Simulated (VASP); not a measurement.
# ZnO (P6_3mc) in VASP: further runs

The runs below take ZnO through single point, with r2SCAN.

All numbers are computed with VASP 6.6.1; they aren't measurements. Logs are shortened: lines on timing, memory, paths and dates and some standing lists are left out, and cuts for length are marked.

## (1) The cell of the first run

It takes space group P6_3mc (No. 186, hexagonal). The conventional cell has a = 3.106 Å, b = 3.106 Å, c = 5.211 Å, α = 90.00°, β = 90.00°, γ = 120.00°. Zn (site symmetry 3m) has 4 O at 1.90 to 1.98 Å within 2.5 Å. O (site symmetry 3m) has 4 Zn at 1.90 to 1.98 Å within 2.5 Å.

## (2) Single point, r2SCAN (strain -0.040 along x and y, +0.000 along z)

POSCAR reads:

```
ZnO
1.0
    3.1057925798      0.0000000000      0.0000000000
   -1.5528962899      2.6896952730      0.0000000000
    0.0000000000      0.0000000000      5.2114160271
Zn O
2 2
Direct
    0.3333333333      0.6666666667      0.0012360734
    0.6666666667      0.3333333333      0.5012360734
    0.3333333333      0.6666666667      0.3808639266
    0.6666666667      0.3333333333      0.8808639266
```

INCAR.step1 reads:

```
  PREC = Accurate
  ENCUT = 520
  ISMEAR = 0
  SIGMA = 0.05
  LREAL = False
  LASPH = True
  NELM = 80
  NBANDS = 26
  GGA = PE
  ALGO = Normal
  EDIFF = 1E-4
  LWAVE = True
  LCHARG = False
```

INCAR.step2 reads:

```
  PREC = Accurate
  ENCUT = 520
  EDIFF = 1E-6
  ISMEAR = 0
  SIGMA = 0.05
  LREAL = False
  LASPH = True
  NELM = 80
  ALGO = Normal
  ISIF = 2
  LWAVE = False
  LCHARG = False
  METAGGA = R2SCAN
  LMIXTAU = True
  NBANDS = 26
  ISTART = 1
```

KPOINTS reads:

```
Automatic mesh
0
Gamma
  12 12 6
```

Potentials or basis: VASP PAW PBE potentials, release 64 (Zn, O).

Command:

```sh
$ cat potpaw_PBE.64/Zn/POTCAR potpaw_PBE.64/O/POTCAR > POTCAR
$ cp INCAR.step1 INCAR
$ mpirun -np 1 vasp_std > vasp.out
$ cp INCAR.step2 INCAR
$ mpirun -np 1 vasp_std > vasp.out
```

OUTCAR:

```text
PREC = Accurate
   ENCUT = 520
   EDIFF = 1E-6
   ISMEAR = 0
   LREAL = False
   LASPH = True
   NELM = 80
   ISIF = 2
   METAGGA = R2SCAN
   ISTART = 1

 ion  position               nearest neighbor table
   1  0.333  0.667  0.001-   4 1.90   4 1.90   4 1.90   3 1.98
   2  0.667  0.333  0.501-   3 1.90   3 1.90   3 1.90   4 1.98
   3  0.333  0.667  0.381-   2 1.90   2 1.90   2 1.90   1 1.98
   4  0.667  0.333  0.881-   1 1.90   1 1.90   1 1.90   2 1.98

  LATTYP: Found a hexagonal cell.
 ALAT       =     3.1057925798
 C/A-ratio  =     1.6779665394

  Lattice vectors:

 A1 = (   3.1057925798,   0.0000000000,   0.0000000000)
 A2 = (  -1.5528962899,   2.6896952730,   0.0000000000)
 A3 = (   0.0000000000,   0.0000000000,   5.2114160271)

Analysis of symmetry for initial positions (statically):
=====================================================================
 Subroutine PRICEL returns:
 Original cell was already a primitive cell.

 Routine SETGRP: Setting up the symmetry group for a
 hexagonal supercell.

 Subroutine GETGRP returns: Found 12 space group operations
 (whereof  6 operations were pure point group operations)
 out of a pool of 24 trial point group operations.

The static configuration has the point symmetry C_3v.
 The point group associated with its full space group is C_6v.

Analysis of symmetry for dynamics (positions and initial velocities):
=====================================================================
 Subroutine PRICEL returns:
 Original cell was already a primitive cell.

 Routine SETGRP: Setting up the symmetry group for a
 hexagonal supercell.

 Subroutine GETGRP returns: Found 12 space group operations
 (whereof  6 operations were pure point group operations)
 out of a pool of 24 trial point group operations.

The dynamic configuration has the point symmetry C_3v.
 The point group associated with its full space group is C_6v.

 Subroutine INISYM returns: Found 12 space group operations
 (whereof  6 operations are pure point group operations),
 and found     1 'primitive' translations

----------------------------------------------------------------------------------------

                                     Primitive cell

  volume of cell :      43.5343

  direct lattice vectors                    reciprocal lattice vectors
     3.105792580  0.000000000  0.000000000     0.321979004  0.185894664  0.000000000
    -1.552896290  2.689695273  0.000000000     0.000000000  0.371789329  0.000000000
     0.000000000  0.000000000  5.211416027     0.000000000  0.000000000  0.191886427

  length of vectors
     3.105792580  3.105792580  5.211416027     0.371789329  0.371789329  0.191886427

  position of ions in fractional coordinates (direct lattice)
     0.333333333  0.666666667  0.001236073
     0.666666667  0.333333333  0.501236073
     0.333333333  0.666666667  0.380863927
     0.666666667  0.333333333  0.880863927

  ion indices of the primitive-cell ions
   primitive index   ion index
                 1           1
                 2           2
                 3           3
                 4           4

----------------------------------------------------------------------------------------

 KPOINTS: Automatic mesh

Automatic generation of k-mesh.
 Grid dimensions read from file:
 generate k-points for:   12   12    6

 Generating k-lattice:

  Cartesian coordinates                     Fractional coordinates (reciprocal lattice)
     0.026831584  0.015491222  0.000000000     0.083333333 -0.000000000  0.000000000
     0.000000000  0.030982444  0.000000000     0.000000000  0.083333333  0.000000000
     0.000000000  0.000000000  0.031981071     0.000000000  0.000000000  0.166666667

  Length of vectors
     0.030982444  0.030982444  0.031981071

  Shift w.r.t. Gamma in fractional coordinates (k-lattice)
     0.000000000  0.000000000  0.000000000

 Subroutine IBZKPT returns following result:
 ===========================================

 Found     76 irreducible k-points:

 Following reciprocal coordinates:
            Coordinates               Weight
  0.000000  0.000000  0.000000      1.000000
  0.083333  0.000000  0.000000      6.000000
  0.166667  0.000000  0.000000      6.000000
  0.250000  0.000000  0.000000      6.000000
  0.333333  0.000000  0.000000      6.000000
  0.416667  0.000000  0.000000      6.000000
[... 16 lines left out ...]
  0.250000  0.000000  0.166667     12.000000
  0.333333  0.000000  0.166667     12.000000
 [... further k-points ...]
   k-points           NKPTS =     76   k-points in BZ     NKDIM =     76   number of bands    NBANDS=     26
   number of dos      NEDOS =    301   number of ions     NIONS =      4
   total plane-waves  NPLWV =  23040
   dimension x,y,z NGX =    24 NGY =   24 NGZ =   40
   dimension x,y,z NGXF=    48 NGYF=   48 NGZF=   80
   ions per type =               2   2
   NGX,Y,Z   is equivalent  to a cutoff of  12.85, 12.85, 12.76 a.u.
   NGXF,Y,Z  is equivalent  to a cutoff of  25.69, 25.69, 25.52 a.u.
 SYSTEM =  unknown system
   PREC   = accura    normal or accurate (medium, high low for compatibility)
   ISTART =      1    job   : 0-new  1-cont  2-samecut
   ICHARG =      0    charge: 1-file 2-atom 10-const
   ISPIN  =      1    spin polarized calculation?
   LNONCOLLINEAR =      F non collinear calculations
   LSORBIT =      F    spin-orbit coupling
   LASPH  =      T    aspherical Exc in radial PAW
   ENCUT  =  520.0 eV  38.22 Ry    6.18 a.u.   5.77  5.77  9.69*2*pi/ulx,y,z
   NELM   =     80;   NELMIN=  2; NELMDL=  0     # of ELM steps
   EDIFF  = 0.1E-05   stopping-criterion for ELM
   LREAL  =      F    real-space projection
   EDIFFG = 0.1E-04   stopping-criterion for IOM
   NSW    =      0    number of steps for IOM
   IBRION =     -1    ionic relax: 0-MD 1-quasi-New 2-CG
   NFREE  =      0    steps in history (QN), initial steepest desc. (CG)
   ISIF   =      2    stress and relaxation
   ISYM   =      2    0-nonsym 1-usesym 2-fastsym
   POTIM  = 0.5000    time-step for ionic-motion
   TEBEG  =    0.0;   TEEND  =   0.0 temperature during run
   PSTRESS=    0.0 pullay stress
   NELECT =      36.0000    total number of electrons
   NUPDOWN=      -1.0000    fix difference up-down
   EMIN   =  10.00;   EMAX   =-10.00  energy-range for DOS
   EFERMI =   0.00;   METHOD = LEGACY
   ISMEAR =     0;   SIGMA  =   0.05  broadening in eV -4-tet -1-fermi 0-gaus
   EFERMI_NEDOS =   21; number of points for ismear=-14 and -15
   IALGO  =     38    algorithm
   IMIX   =      4    mixing-type and parameters
     AMIX     =   0.40;   BMIX     =  1.00
     AMIX_MAG =   1.60;   BMIX_MAG =  1.00
  volume/ion in A,a.u.               =      10.88        73.45
  Fermi-wavevector in a.u.,A,eV,Ry     =   1.536616  2.903782 32.125907  2.361188
  Thomas-Fermi vector in A             =   2.643239
   LORBIT       =      0    0 simple, 1 ext, 2 COOP (PROOUT), +10 PAW based schemes
   METAGGA = R2SCAN    functional components
   LHFCALC =     F    Hartree Fock is set to
   AEXX    =    0.0000 exact exchange contribution
   IVDW    =     0    specifies the selected vdW correction
   LEPSILON=     F    determine dielectric tensor
   LRPA    =     F    only Hartree local field effects (RPA)
 non-spin polarized calculation
 Gauss-broadening in eV      SIGMA  =   0.05
  energy-cutoff  :      520.00
  volume of cell :       43.53
 maximum number of plane-waves:      1188
 NGX is ok and might be reduce to    24
   NGX = 11   NGY = 11   NGZ = 19

 number of electron      35.9999986 magnetization

 Free energy of the ion-electron system (eV)
  ---------------------------------------------------
  ext. energy  EPLUGINS =         0.00000000
  ---------------------------------------------------
  free energy    TOTEN  =       -36.08059467 eV

  energy without entropy =      -36.08059467  energy(sigma->0) =      -36.08059467

 E-fermi :   2.0901     XC(G=0): -12.1937

 val. band max:        1.7712544548   @ k =   0.0000   0.0000   0.0000
 cond. band min:       3.0466596311   @ k =   0.0000   0.0000   0.0000
 fundamental gap:      1.2754051764
 Fermi energy:         2.0900834036

 k-point     1 :       0.0000    0.0000    0.0000
  band No.  band energies     occupation
      1     -18.1621      2.00000
      2     -17.4098      2.00000
      3      -4.8362      2.00000
      4      -4.6425      2.00000
      5      -4.6424      2.00000
      6      -4.5578      2.00000
[... 18 lines left out ...]
     25      17.7284      0.00000
     26      17.7285      0.00000

 k-point     2 :       0.0833    0.0000    0.0000
  band No.  band energies     occupation
      1     -18.1165      2.00000
      2     -17.3862      2.00000
      3      -4.7763      2.00000
      4      -4.6847      2.00000
      5      -4.6139      2.00000
      6      -4.5306      2.00000
[... 18 lines left out ...]
     25      17.1228      0.00000
     26      17.8431      0.00000

 k-point     3 :       0.1667    0.0000    0.0000
  band No.  band energies     occupation
      1     -17.9879      2.00000
      2     -17.3225      2.00000
      3      -4.8509      2.00000
      4      -4.5667      2.00000
      5      -4.5376      2.00000
      6      -4.4937      2.00000
[... 18 lines left out ...]
     25      16.8373      0.00000
     26      17.8878      0.00000

 k-point     4 :       0.2500    0.0000    0.0000
  band No.  band energies     occupation
      1     -17.8016      2.00000
      2     -17.2395      2.00000
      3      -4.9905      2.00000
      4      -4.5881      2.00000
      5      -4.4409      2.00000
      6      -4.3115      2.00000
[... 18 lines left out ...]
     25      16.7810      0.00000
     26      17.6289      0.00000
[... 496 lines left out ...]
      1     -17.9451      2.00000
      2     -17.3689      2.00000
      3      -4.8836      2.00000
      4      -4.7242      2.00000
      5      -4.5253      2.00000
      6      -4.4649      2.00000
[... 18 lines left out ...]
     25      16.5926      0.00000
     26      17.6471      0.00000

 k-point    23 :       0.2500    0.0000    0.1667
  band No.  band energies     occupation
      1     -17.7646      2.00000
      2     -17.2778      2.00000
      3      -5.0177      2.00000
      4      -4.7215      2.00000
      5      -4.4242      2.00000
      6      -4.3220      2.00000
[... 18 lines left out ...]
     25      16.7838      0.00000
     26      17.5110      0.00000

 k-point    24 :       0.3333    0.0000    0.1667
  band No.  band energies     occupation
      1     -17.5683      2.00000
      2     -17.1949      2.00000
      3      -5.0931      2.00000
      4      -4.7715      2.00000
      5      -4.3352      2.00000
      6      -4.1514      2.00000
[... 18 lines left out ...]
     25      16.6620      0.00000
     26      17.5655      0.00000

 [... further k-points ...]
[... 5 lines left out ...]
  --------------------------------------------------------------------------------------
  -------------------------------------------------------------------------------------
  Total        5.7363849      5.7363849      2.2154878      0.0000000     -0.0000000      0.0000000
  in kB      211.1142733    211.1142733     81.5358622      0.0000000     -0.0000000      0.0000000
  external PRESSURE =     167.9214696 kB  Pullay stress =       0.0000000 kB

 VOLUME and BASIS-vectors are now :
 -----------------------------------------------------------------------------
  energy-cutoff  :      520.00
  volume of cell :       43.53
      direct lattice vectors                 reciprocal lattice vectors
     3.105792580  0.000000000  0.000000000     0.321979004  0.185894664  0.000000000
    -1.552896290  2.689695273  0.000000000     0.000000000  0.371789329  0.000000000
     0.000000000  0.000000000  5.211416027     0.000000000  0.000000000  0.191886427

 POSITION                                       TOTAL-FORCE (eV/Angst)
 -----------------------------------------------------------------------------------
     -0.00000      1.79313      0.00644        -0.000000     -0.000000      0.529304
      1.55290      0.89657      2.61215         0.000000      0.000000      0.529304
     -0.00000      1.79313      1.98484         0.000000      0.000000     -0.529304
      1.55290      0.89657      4.59055         0.000000      0.000000     -0.529304
 -----------------------------------------------------------------------------------
    total drift:                                0.000000      0.000001     -0.111226

  FREE ENERGIE OF THE ION-ELECTRON SYSTEM (eV)
  ---------------------------------------------------
  free  energy   TOTEN  =       -36.0805946653 eV

  energy  without entropy=      -36.0805946653  energy(sigma->0) =      -36.08059467
```

Wall time 1.8 min (1 thread of Intel Xeon 6975P-C (Granite Rapids), shared host); peak memory 0.21 GiB.

What came out:

```yaml
Free_energy: -36.0806 eV
Pressure: 16.8 GPa
Largest_force: 0.529 eV/Å
Band_gap_on_the_k_mesh: 1.28 eV
```

Forces on the atoms (eV/Å):
```
Zn   0.000  0.000  0.529
Zn   0.000  0.000  0.529
O    0.000  0.000 -0.529
O    0.000  0.000 -0.529
```

Stress tensor (GPa, compression positive):
```
21.11  0.00  0.00
 0.00 21.11  0.00
 0.00  0.00  8.15
```

Caveat: the cell differs from its parent crystal (strain -0.040 along x and y, +0.000 along z); the cell stands under pressure; the PAW data sets were made with another functional, which shifts forces and pressure a little.

(Continued in part 2 of 2.)
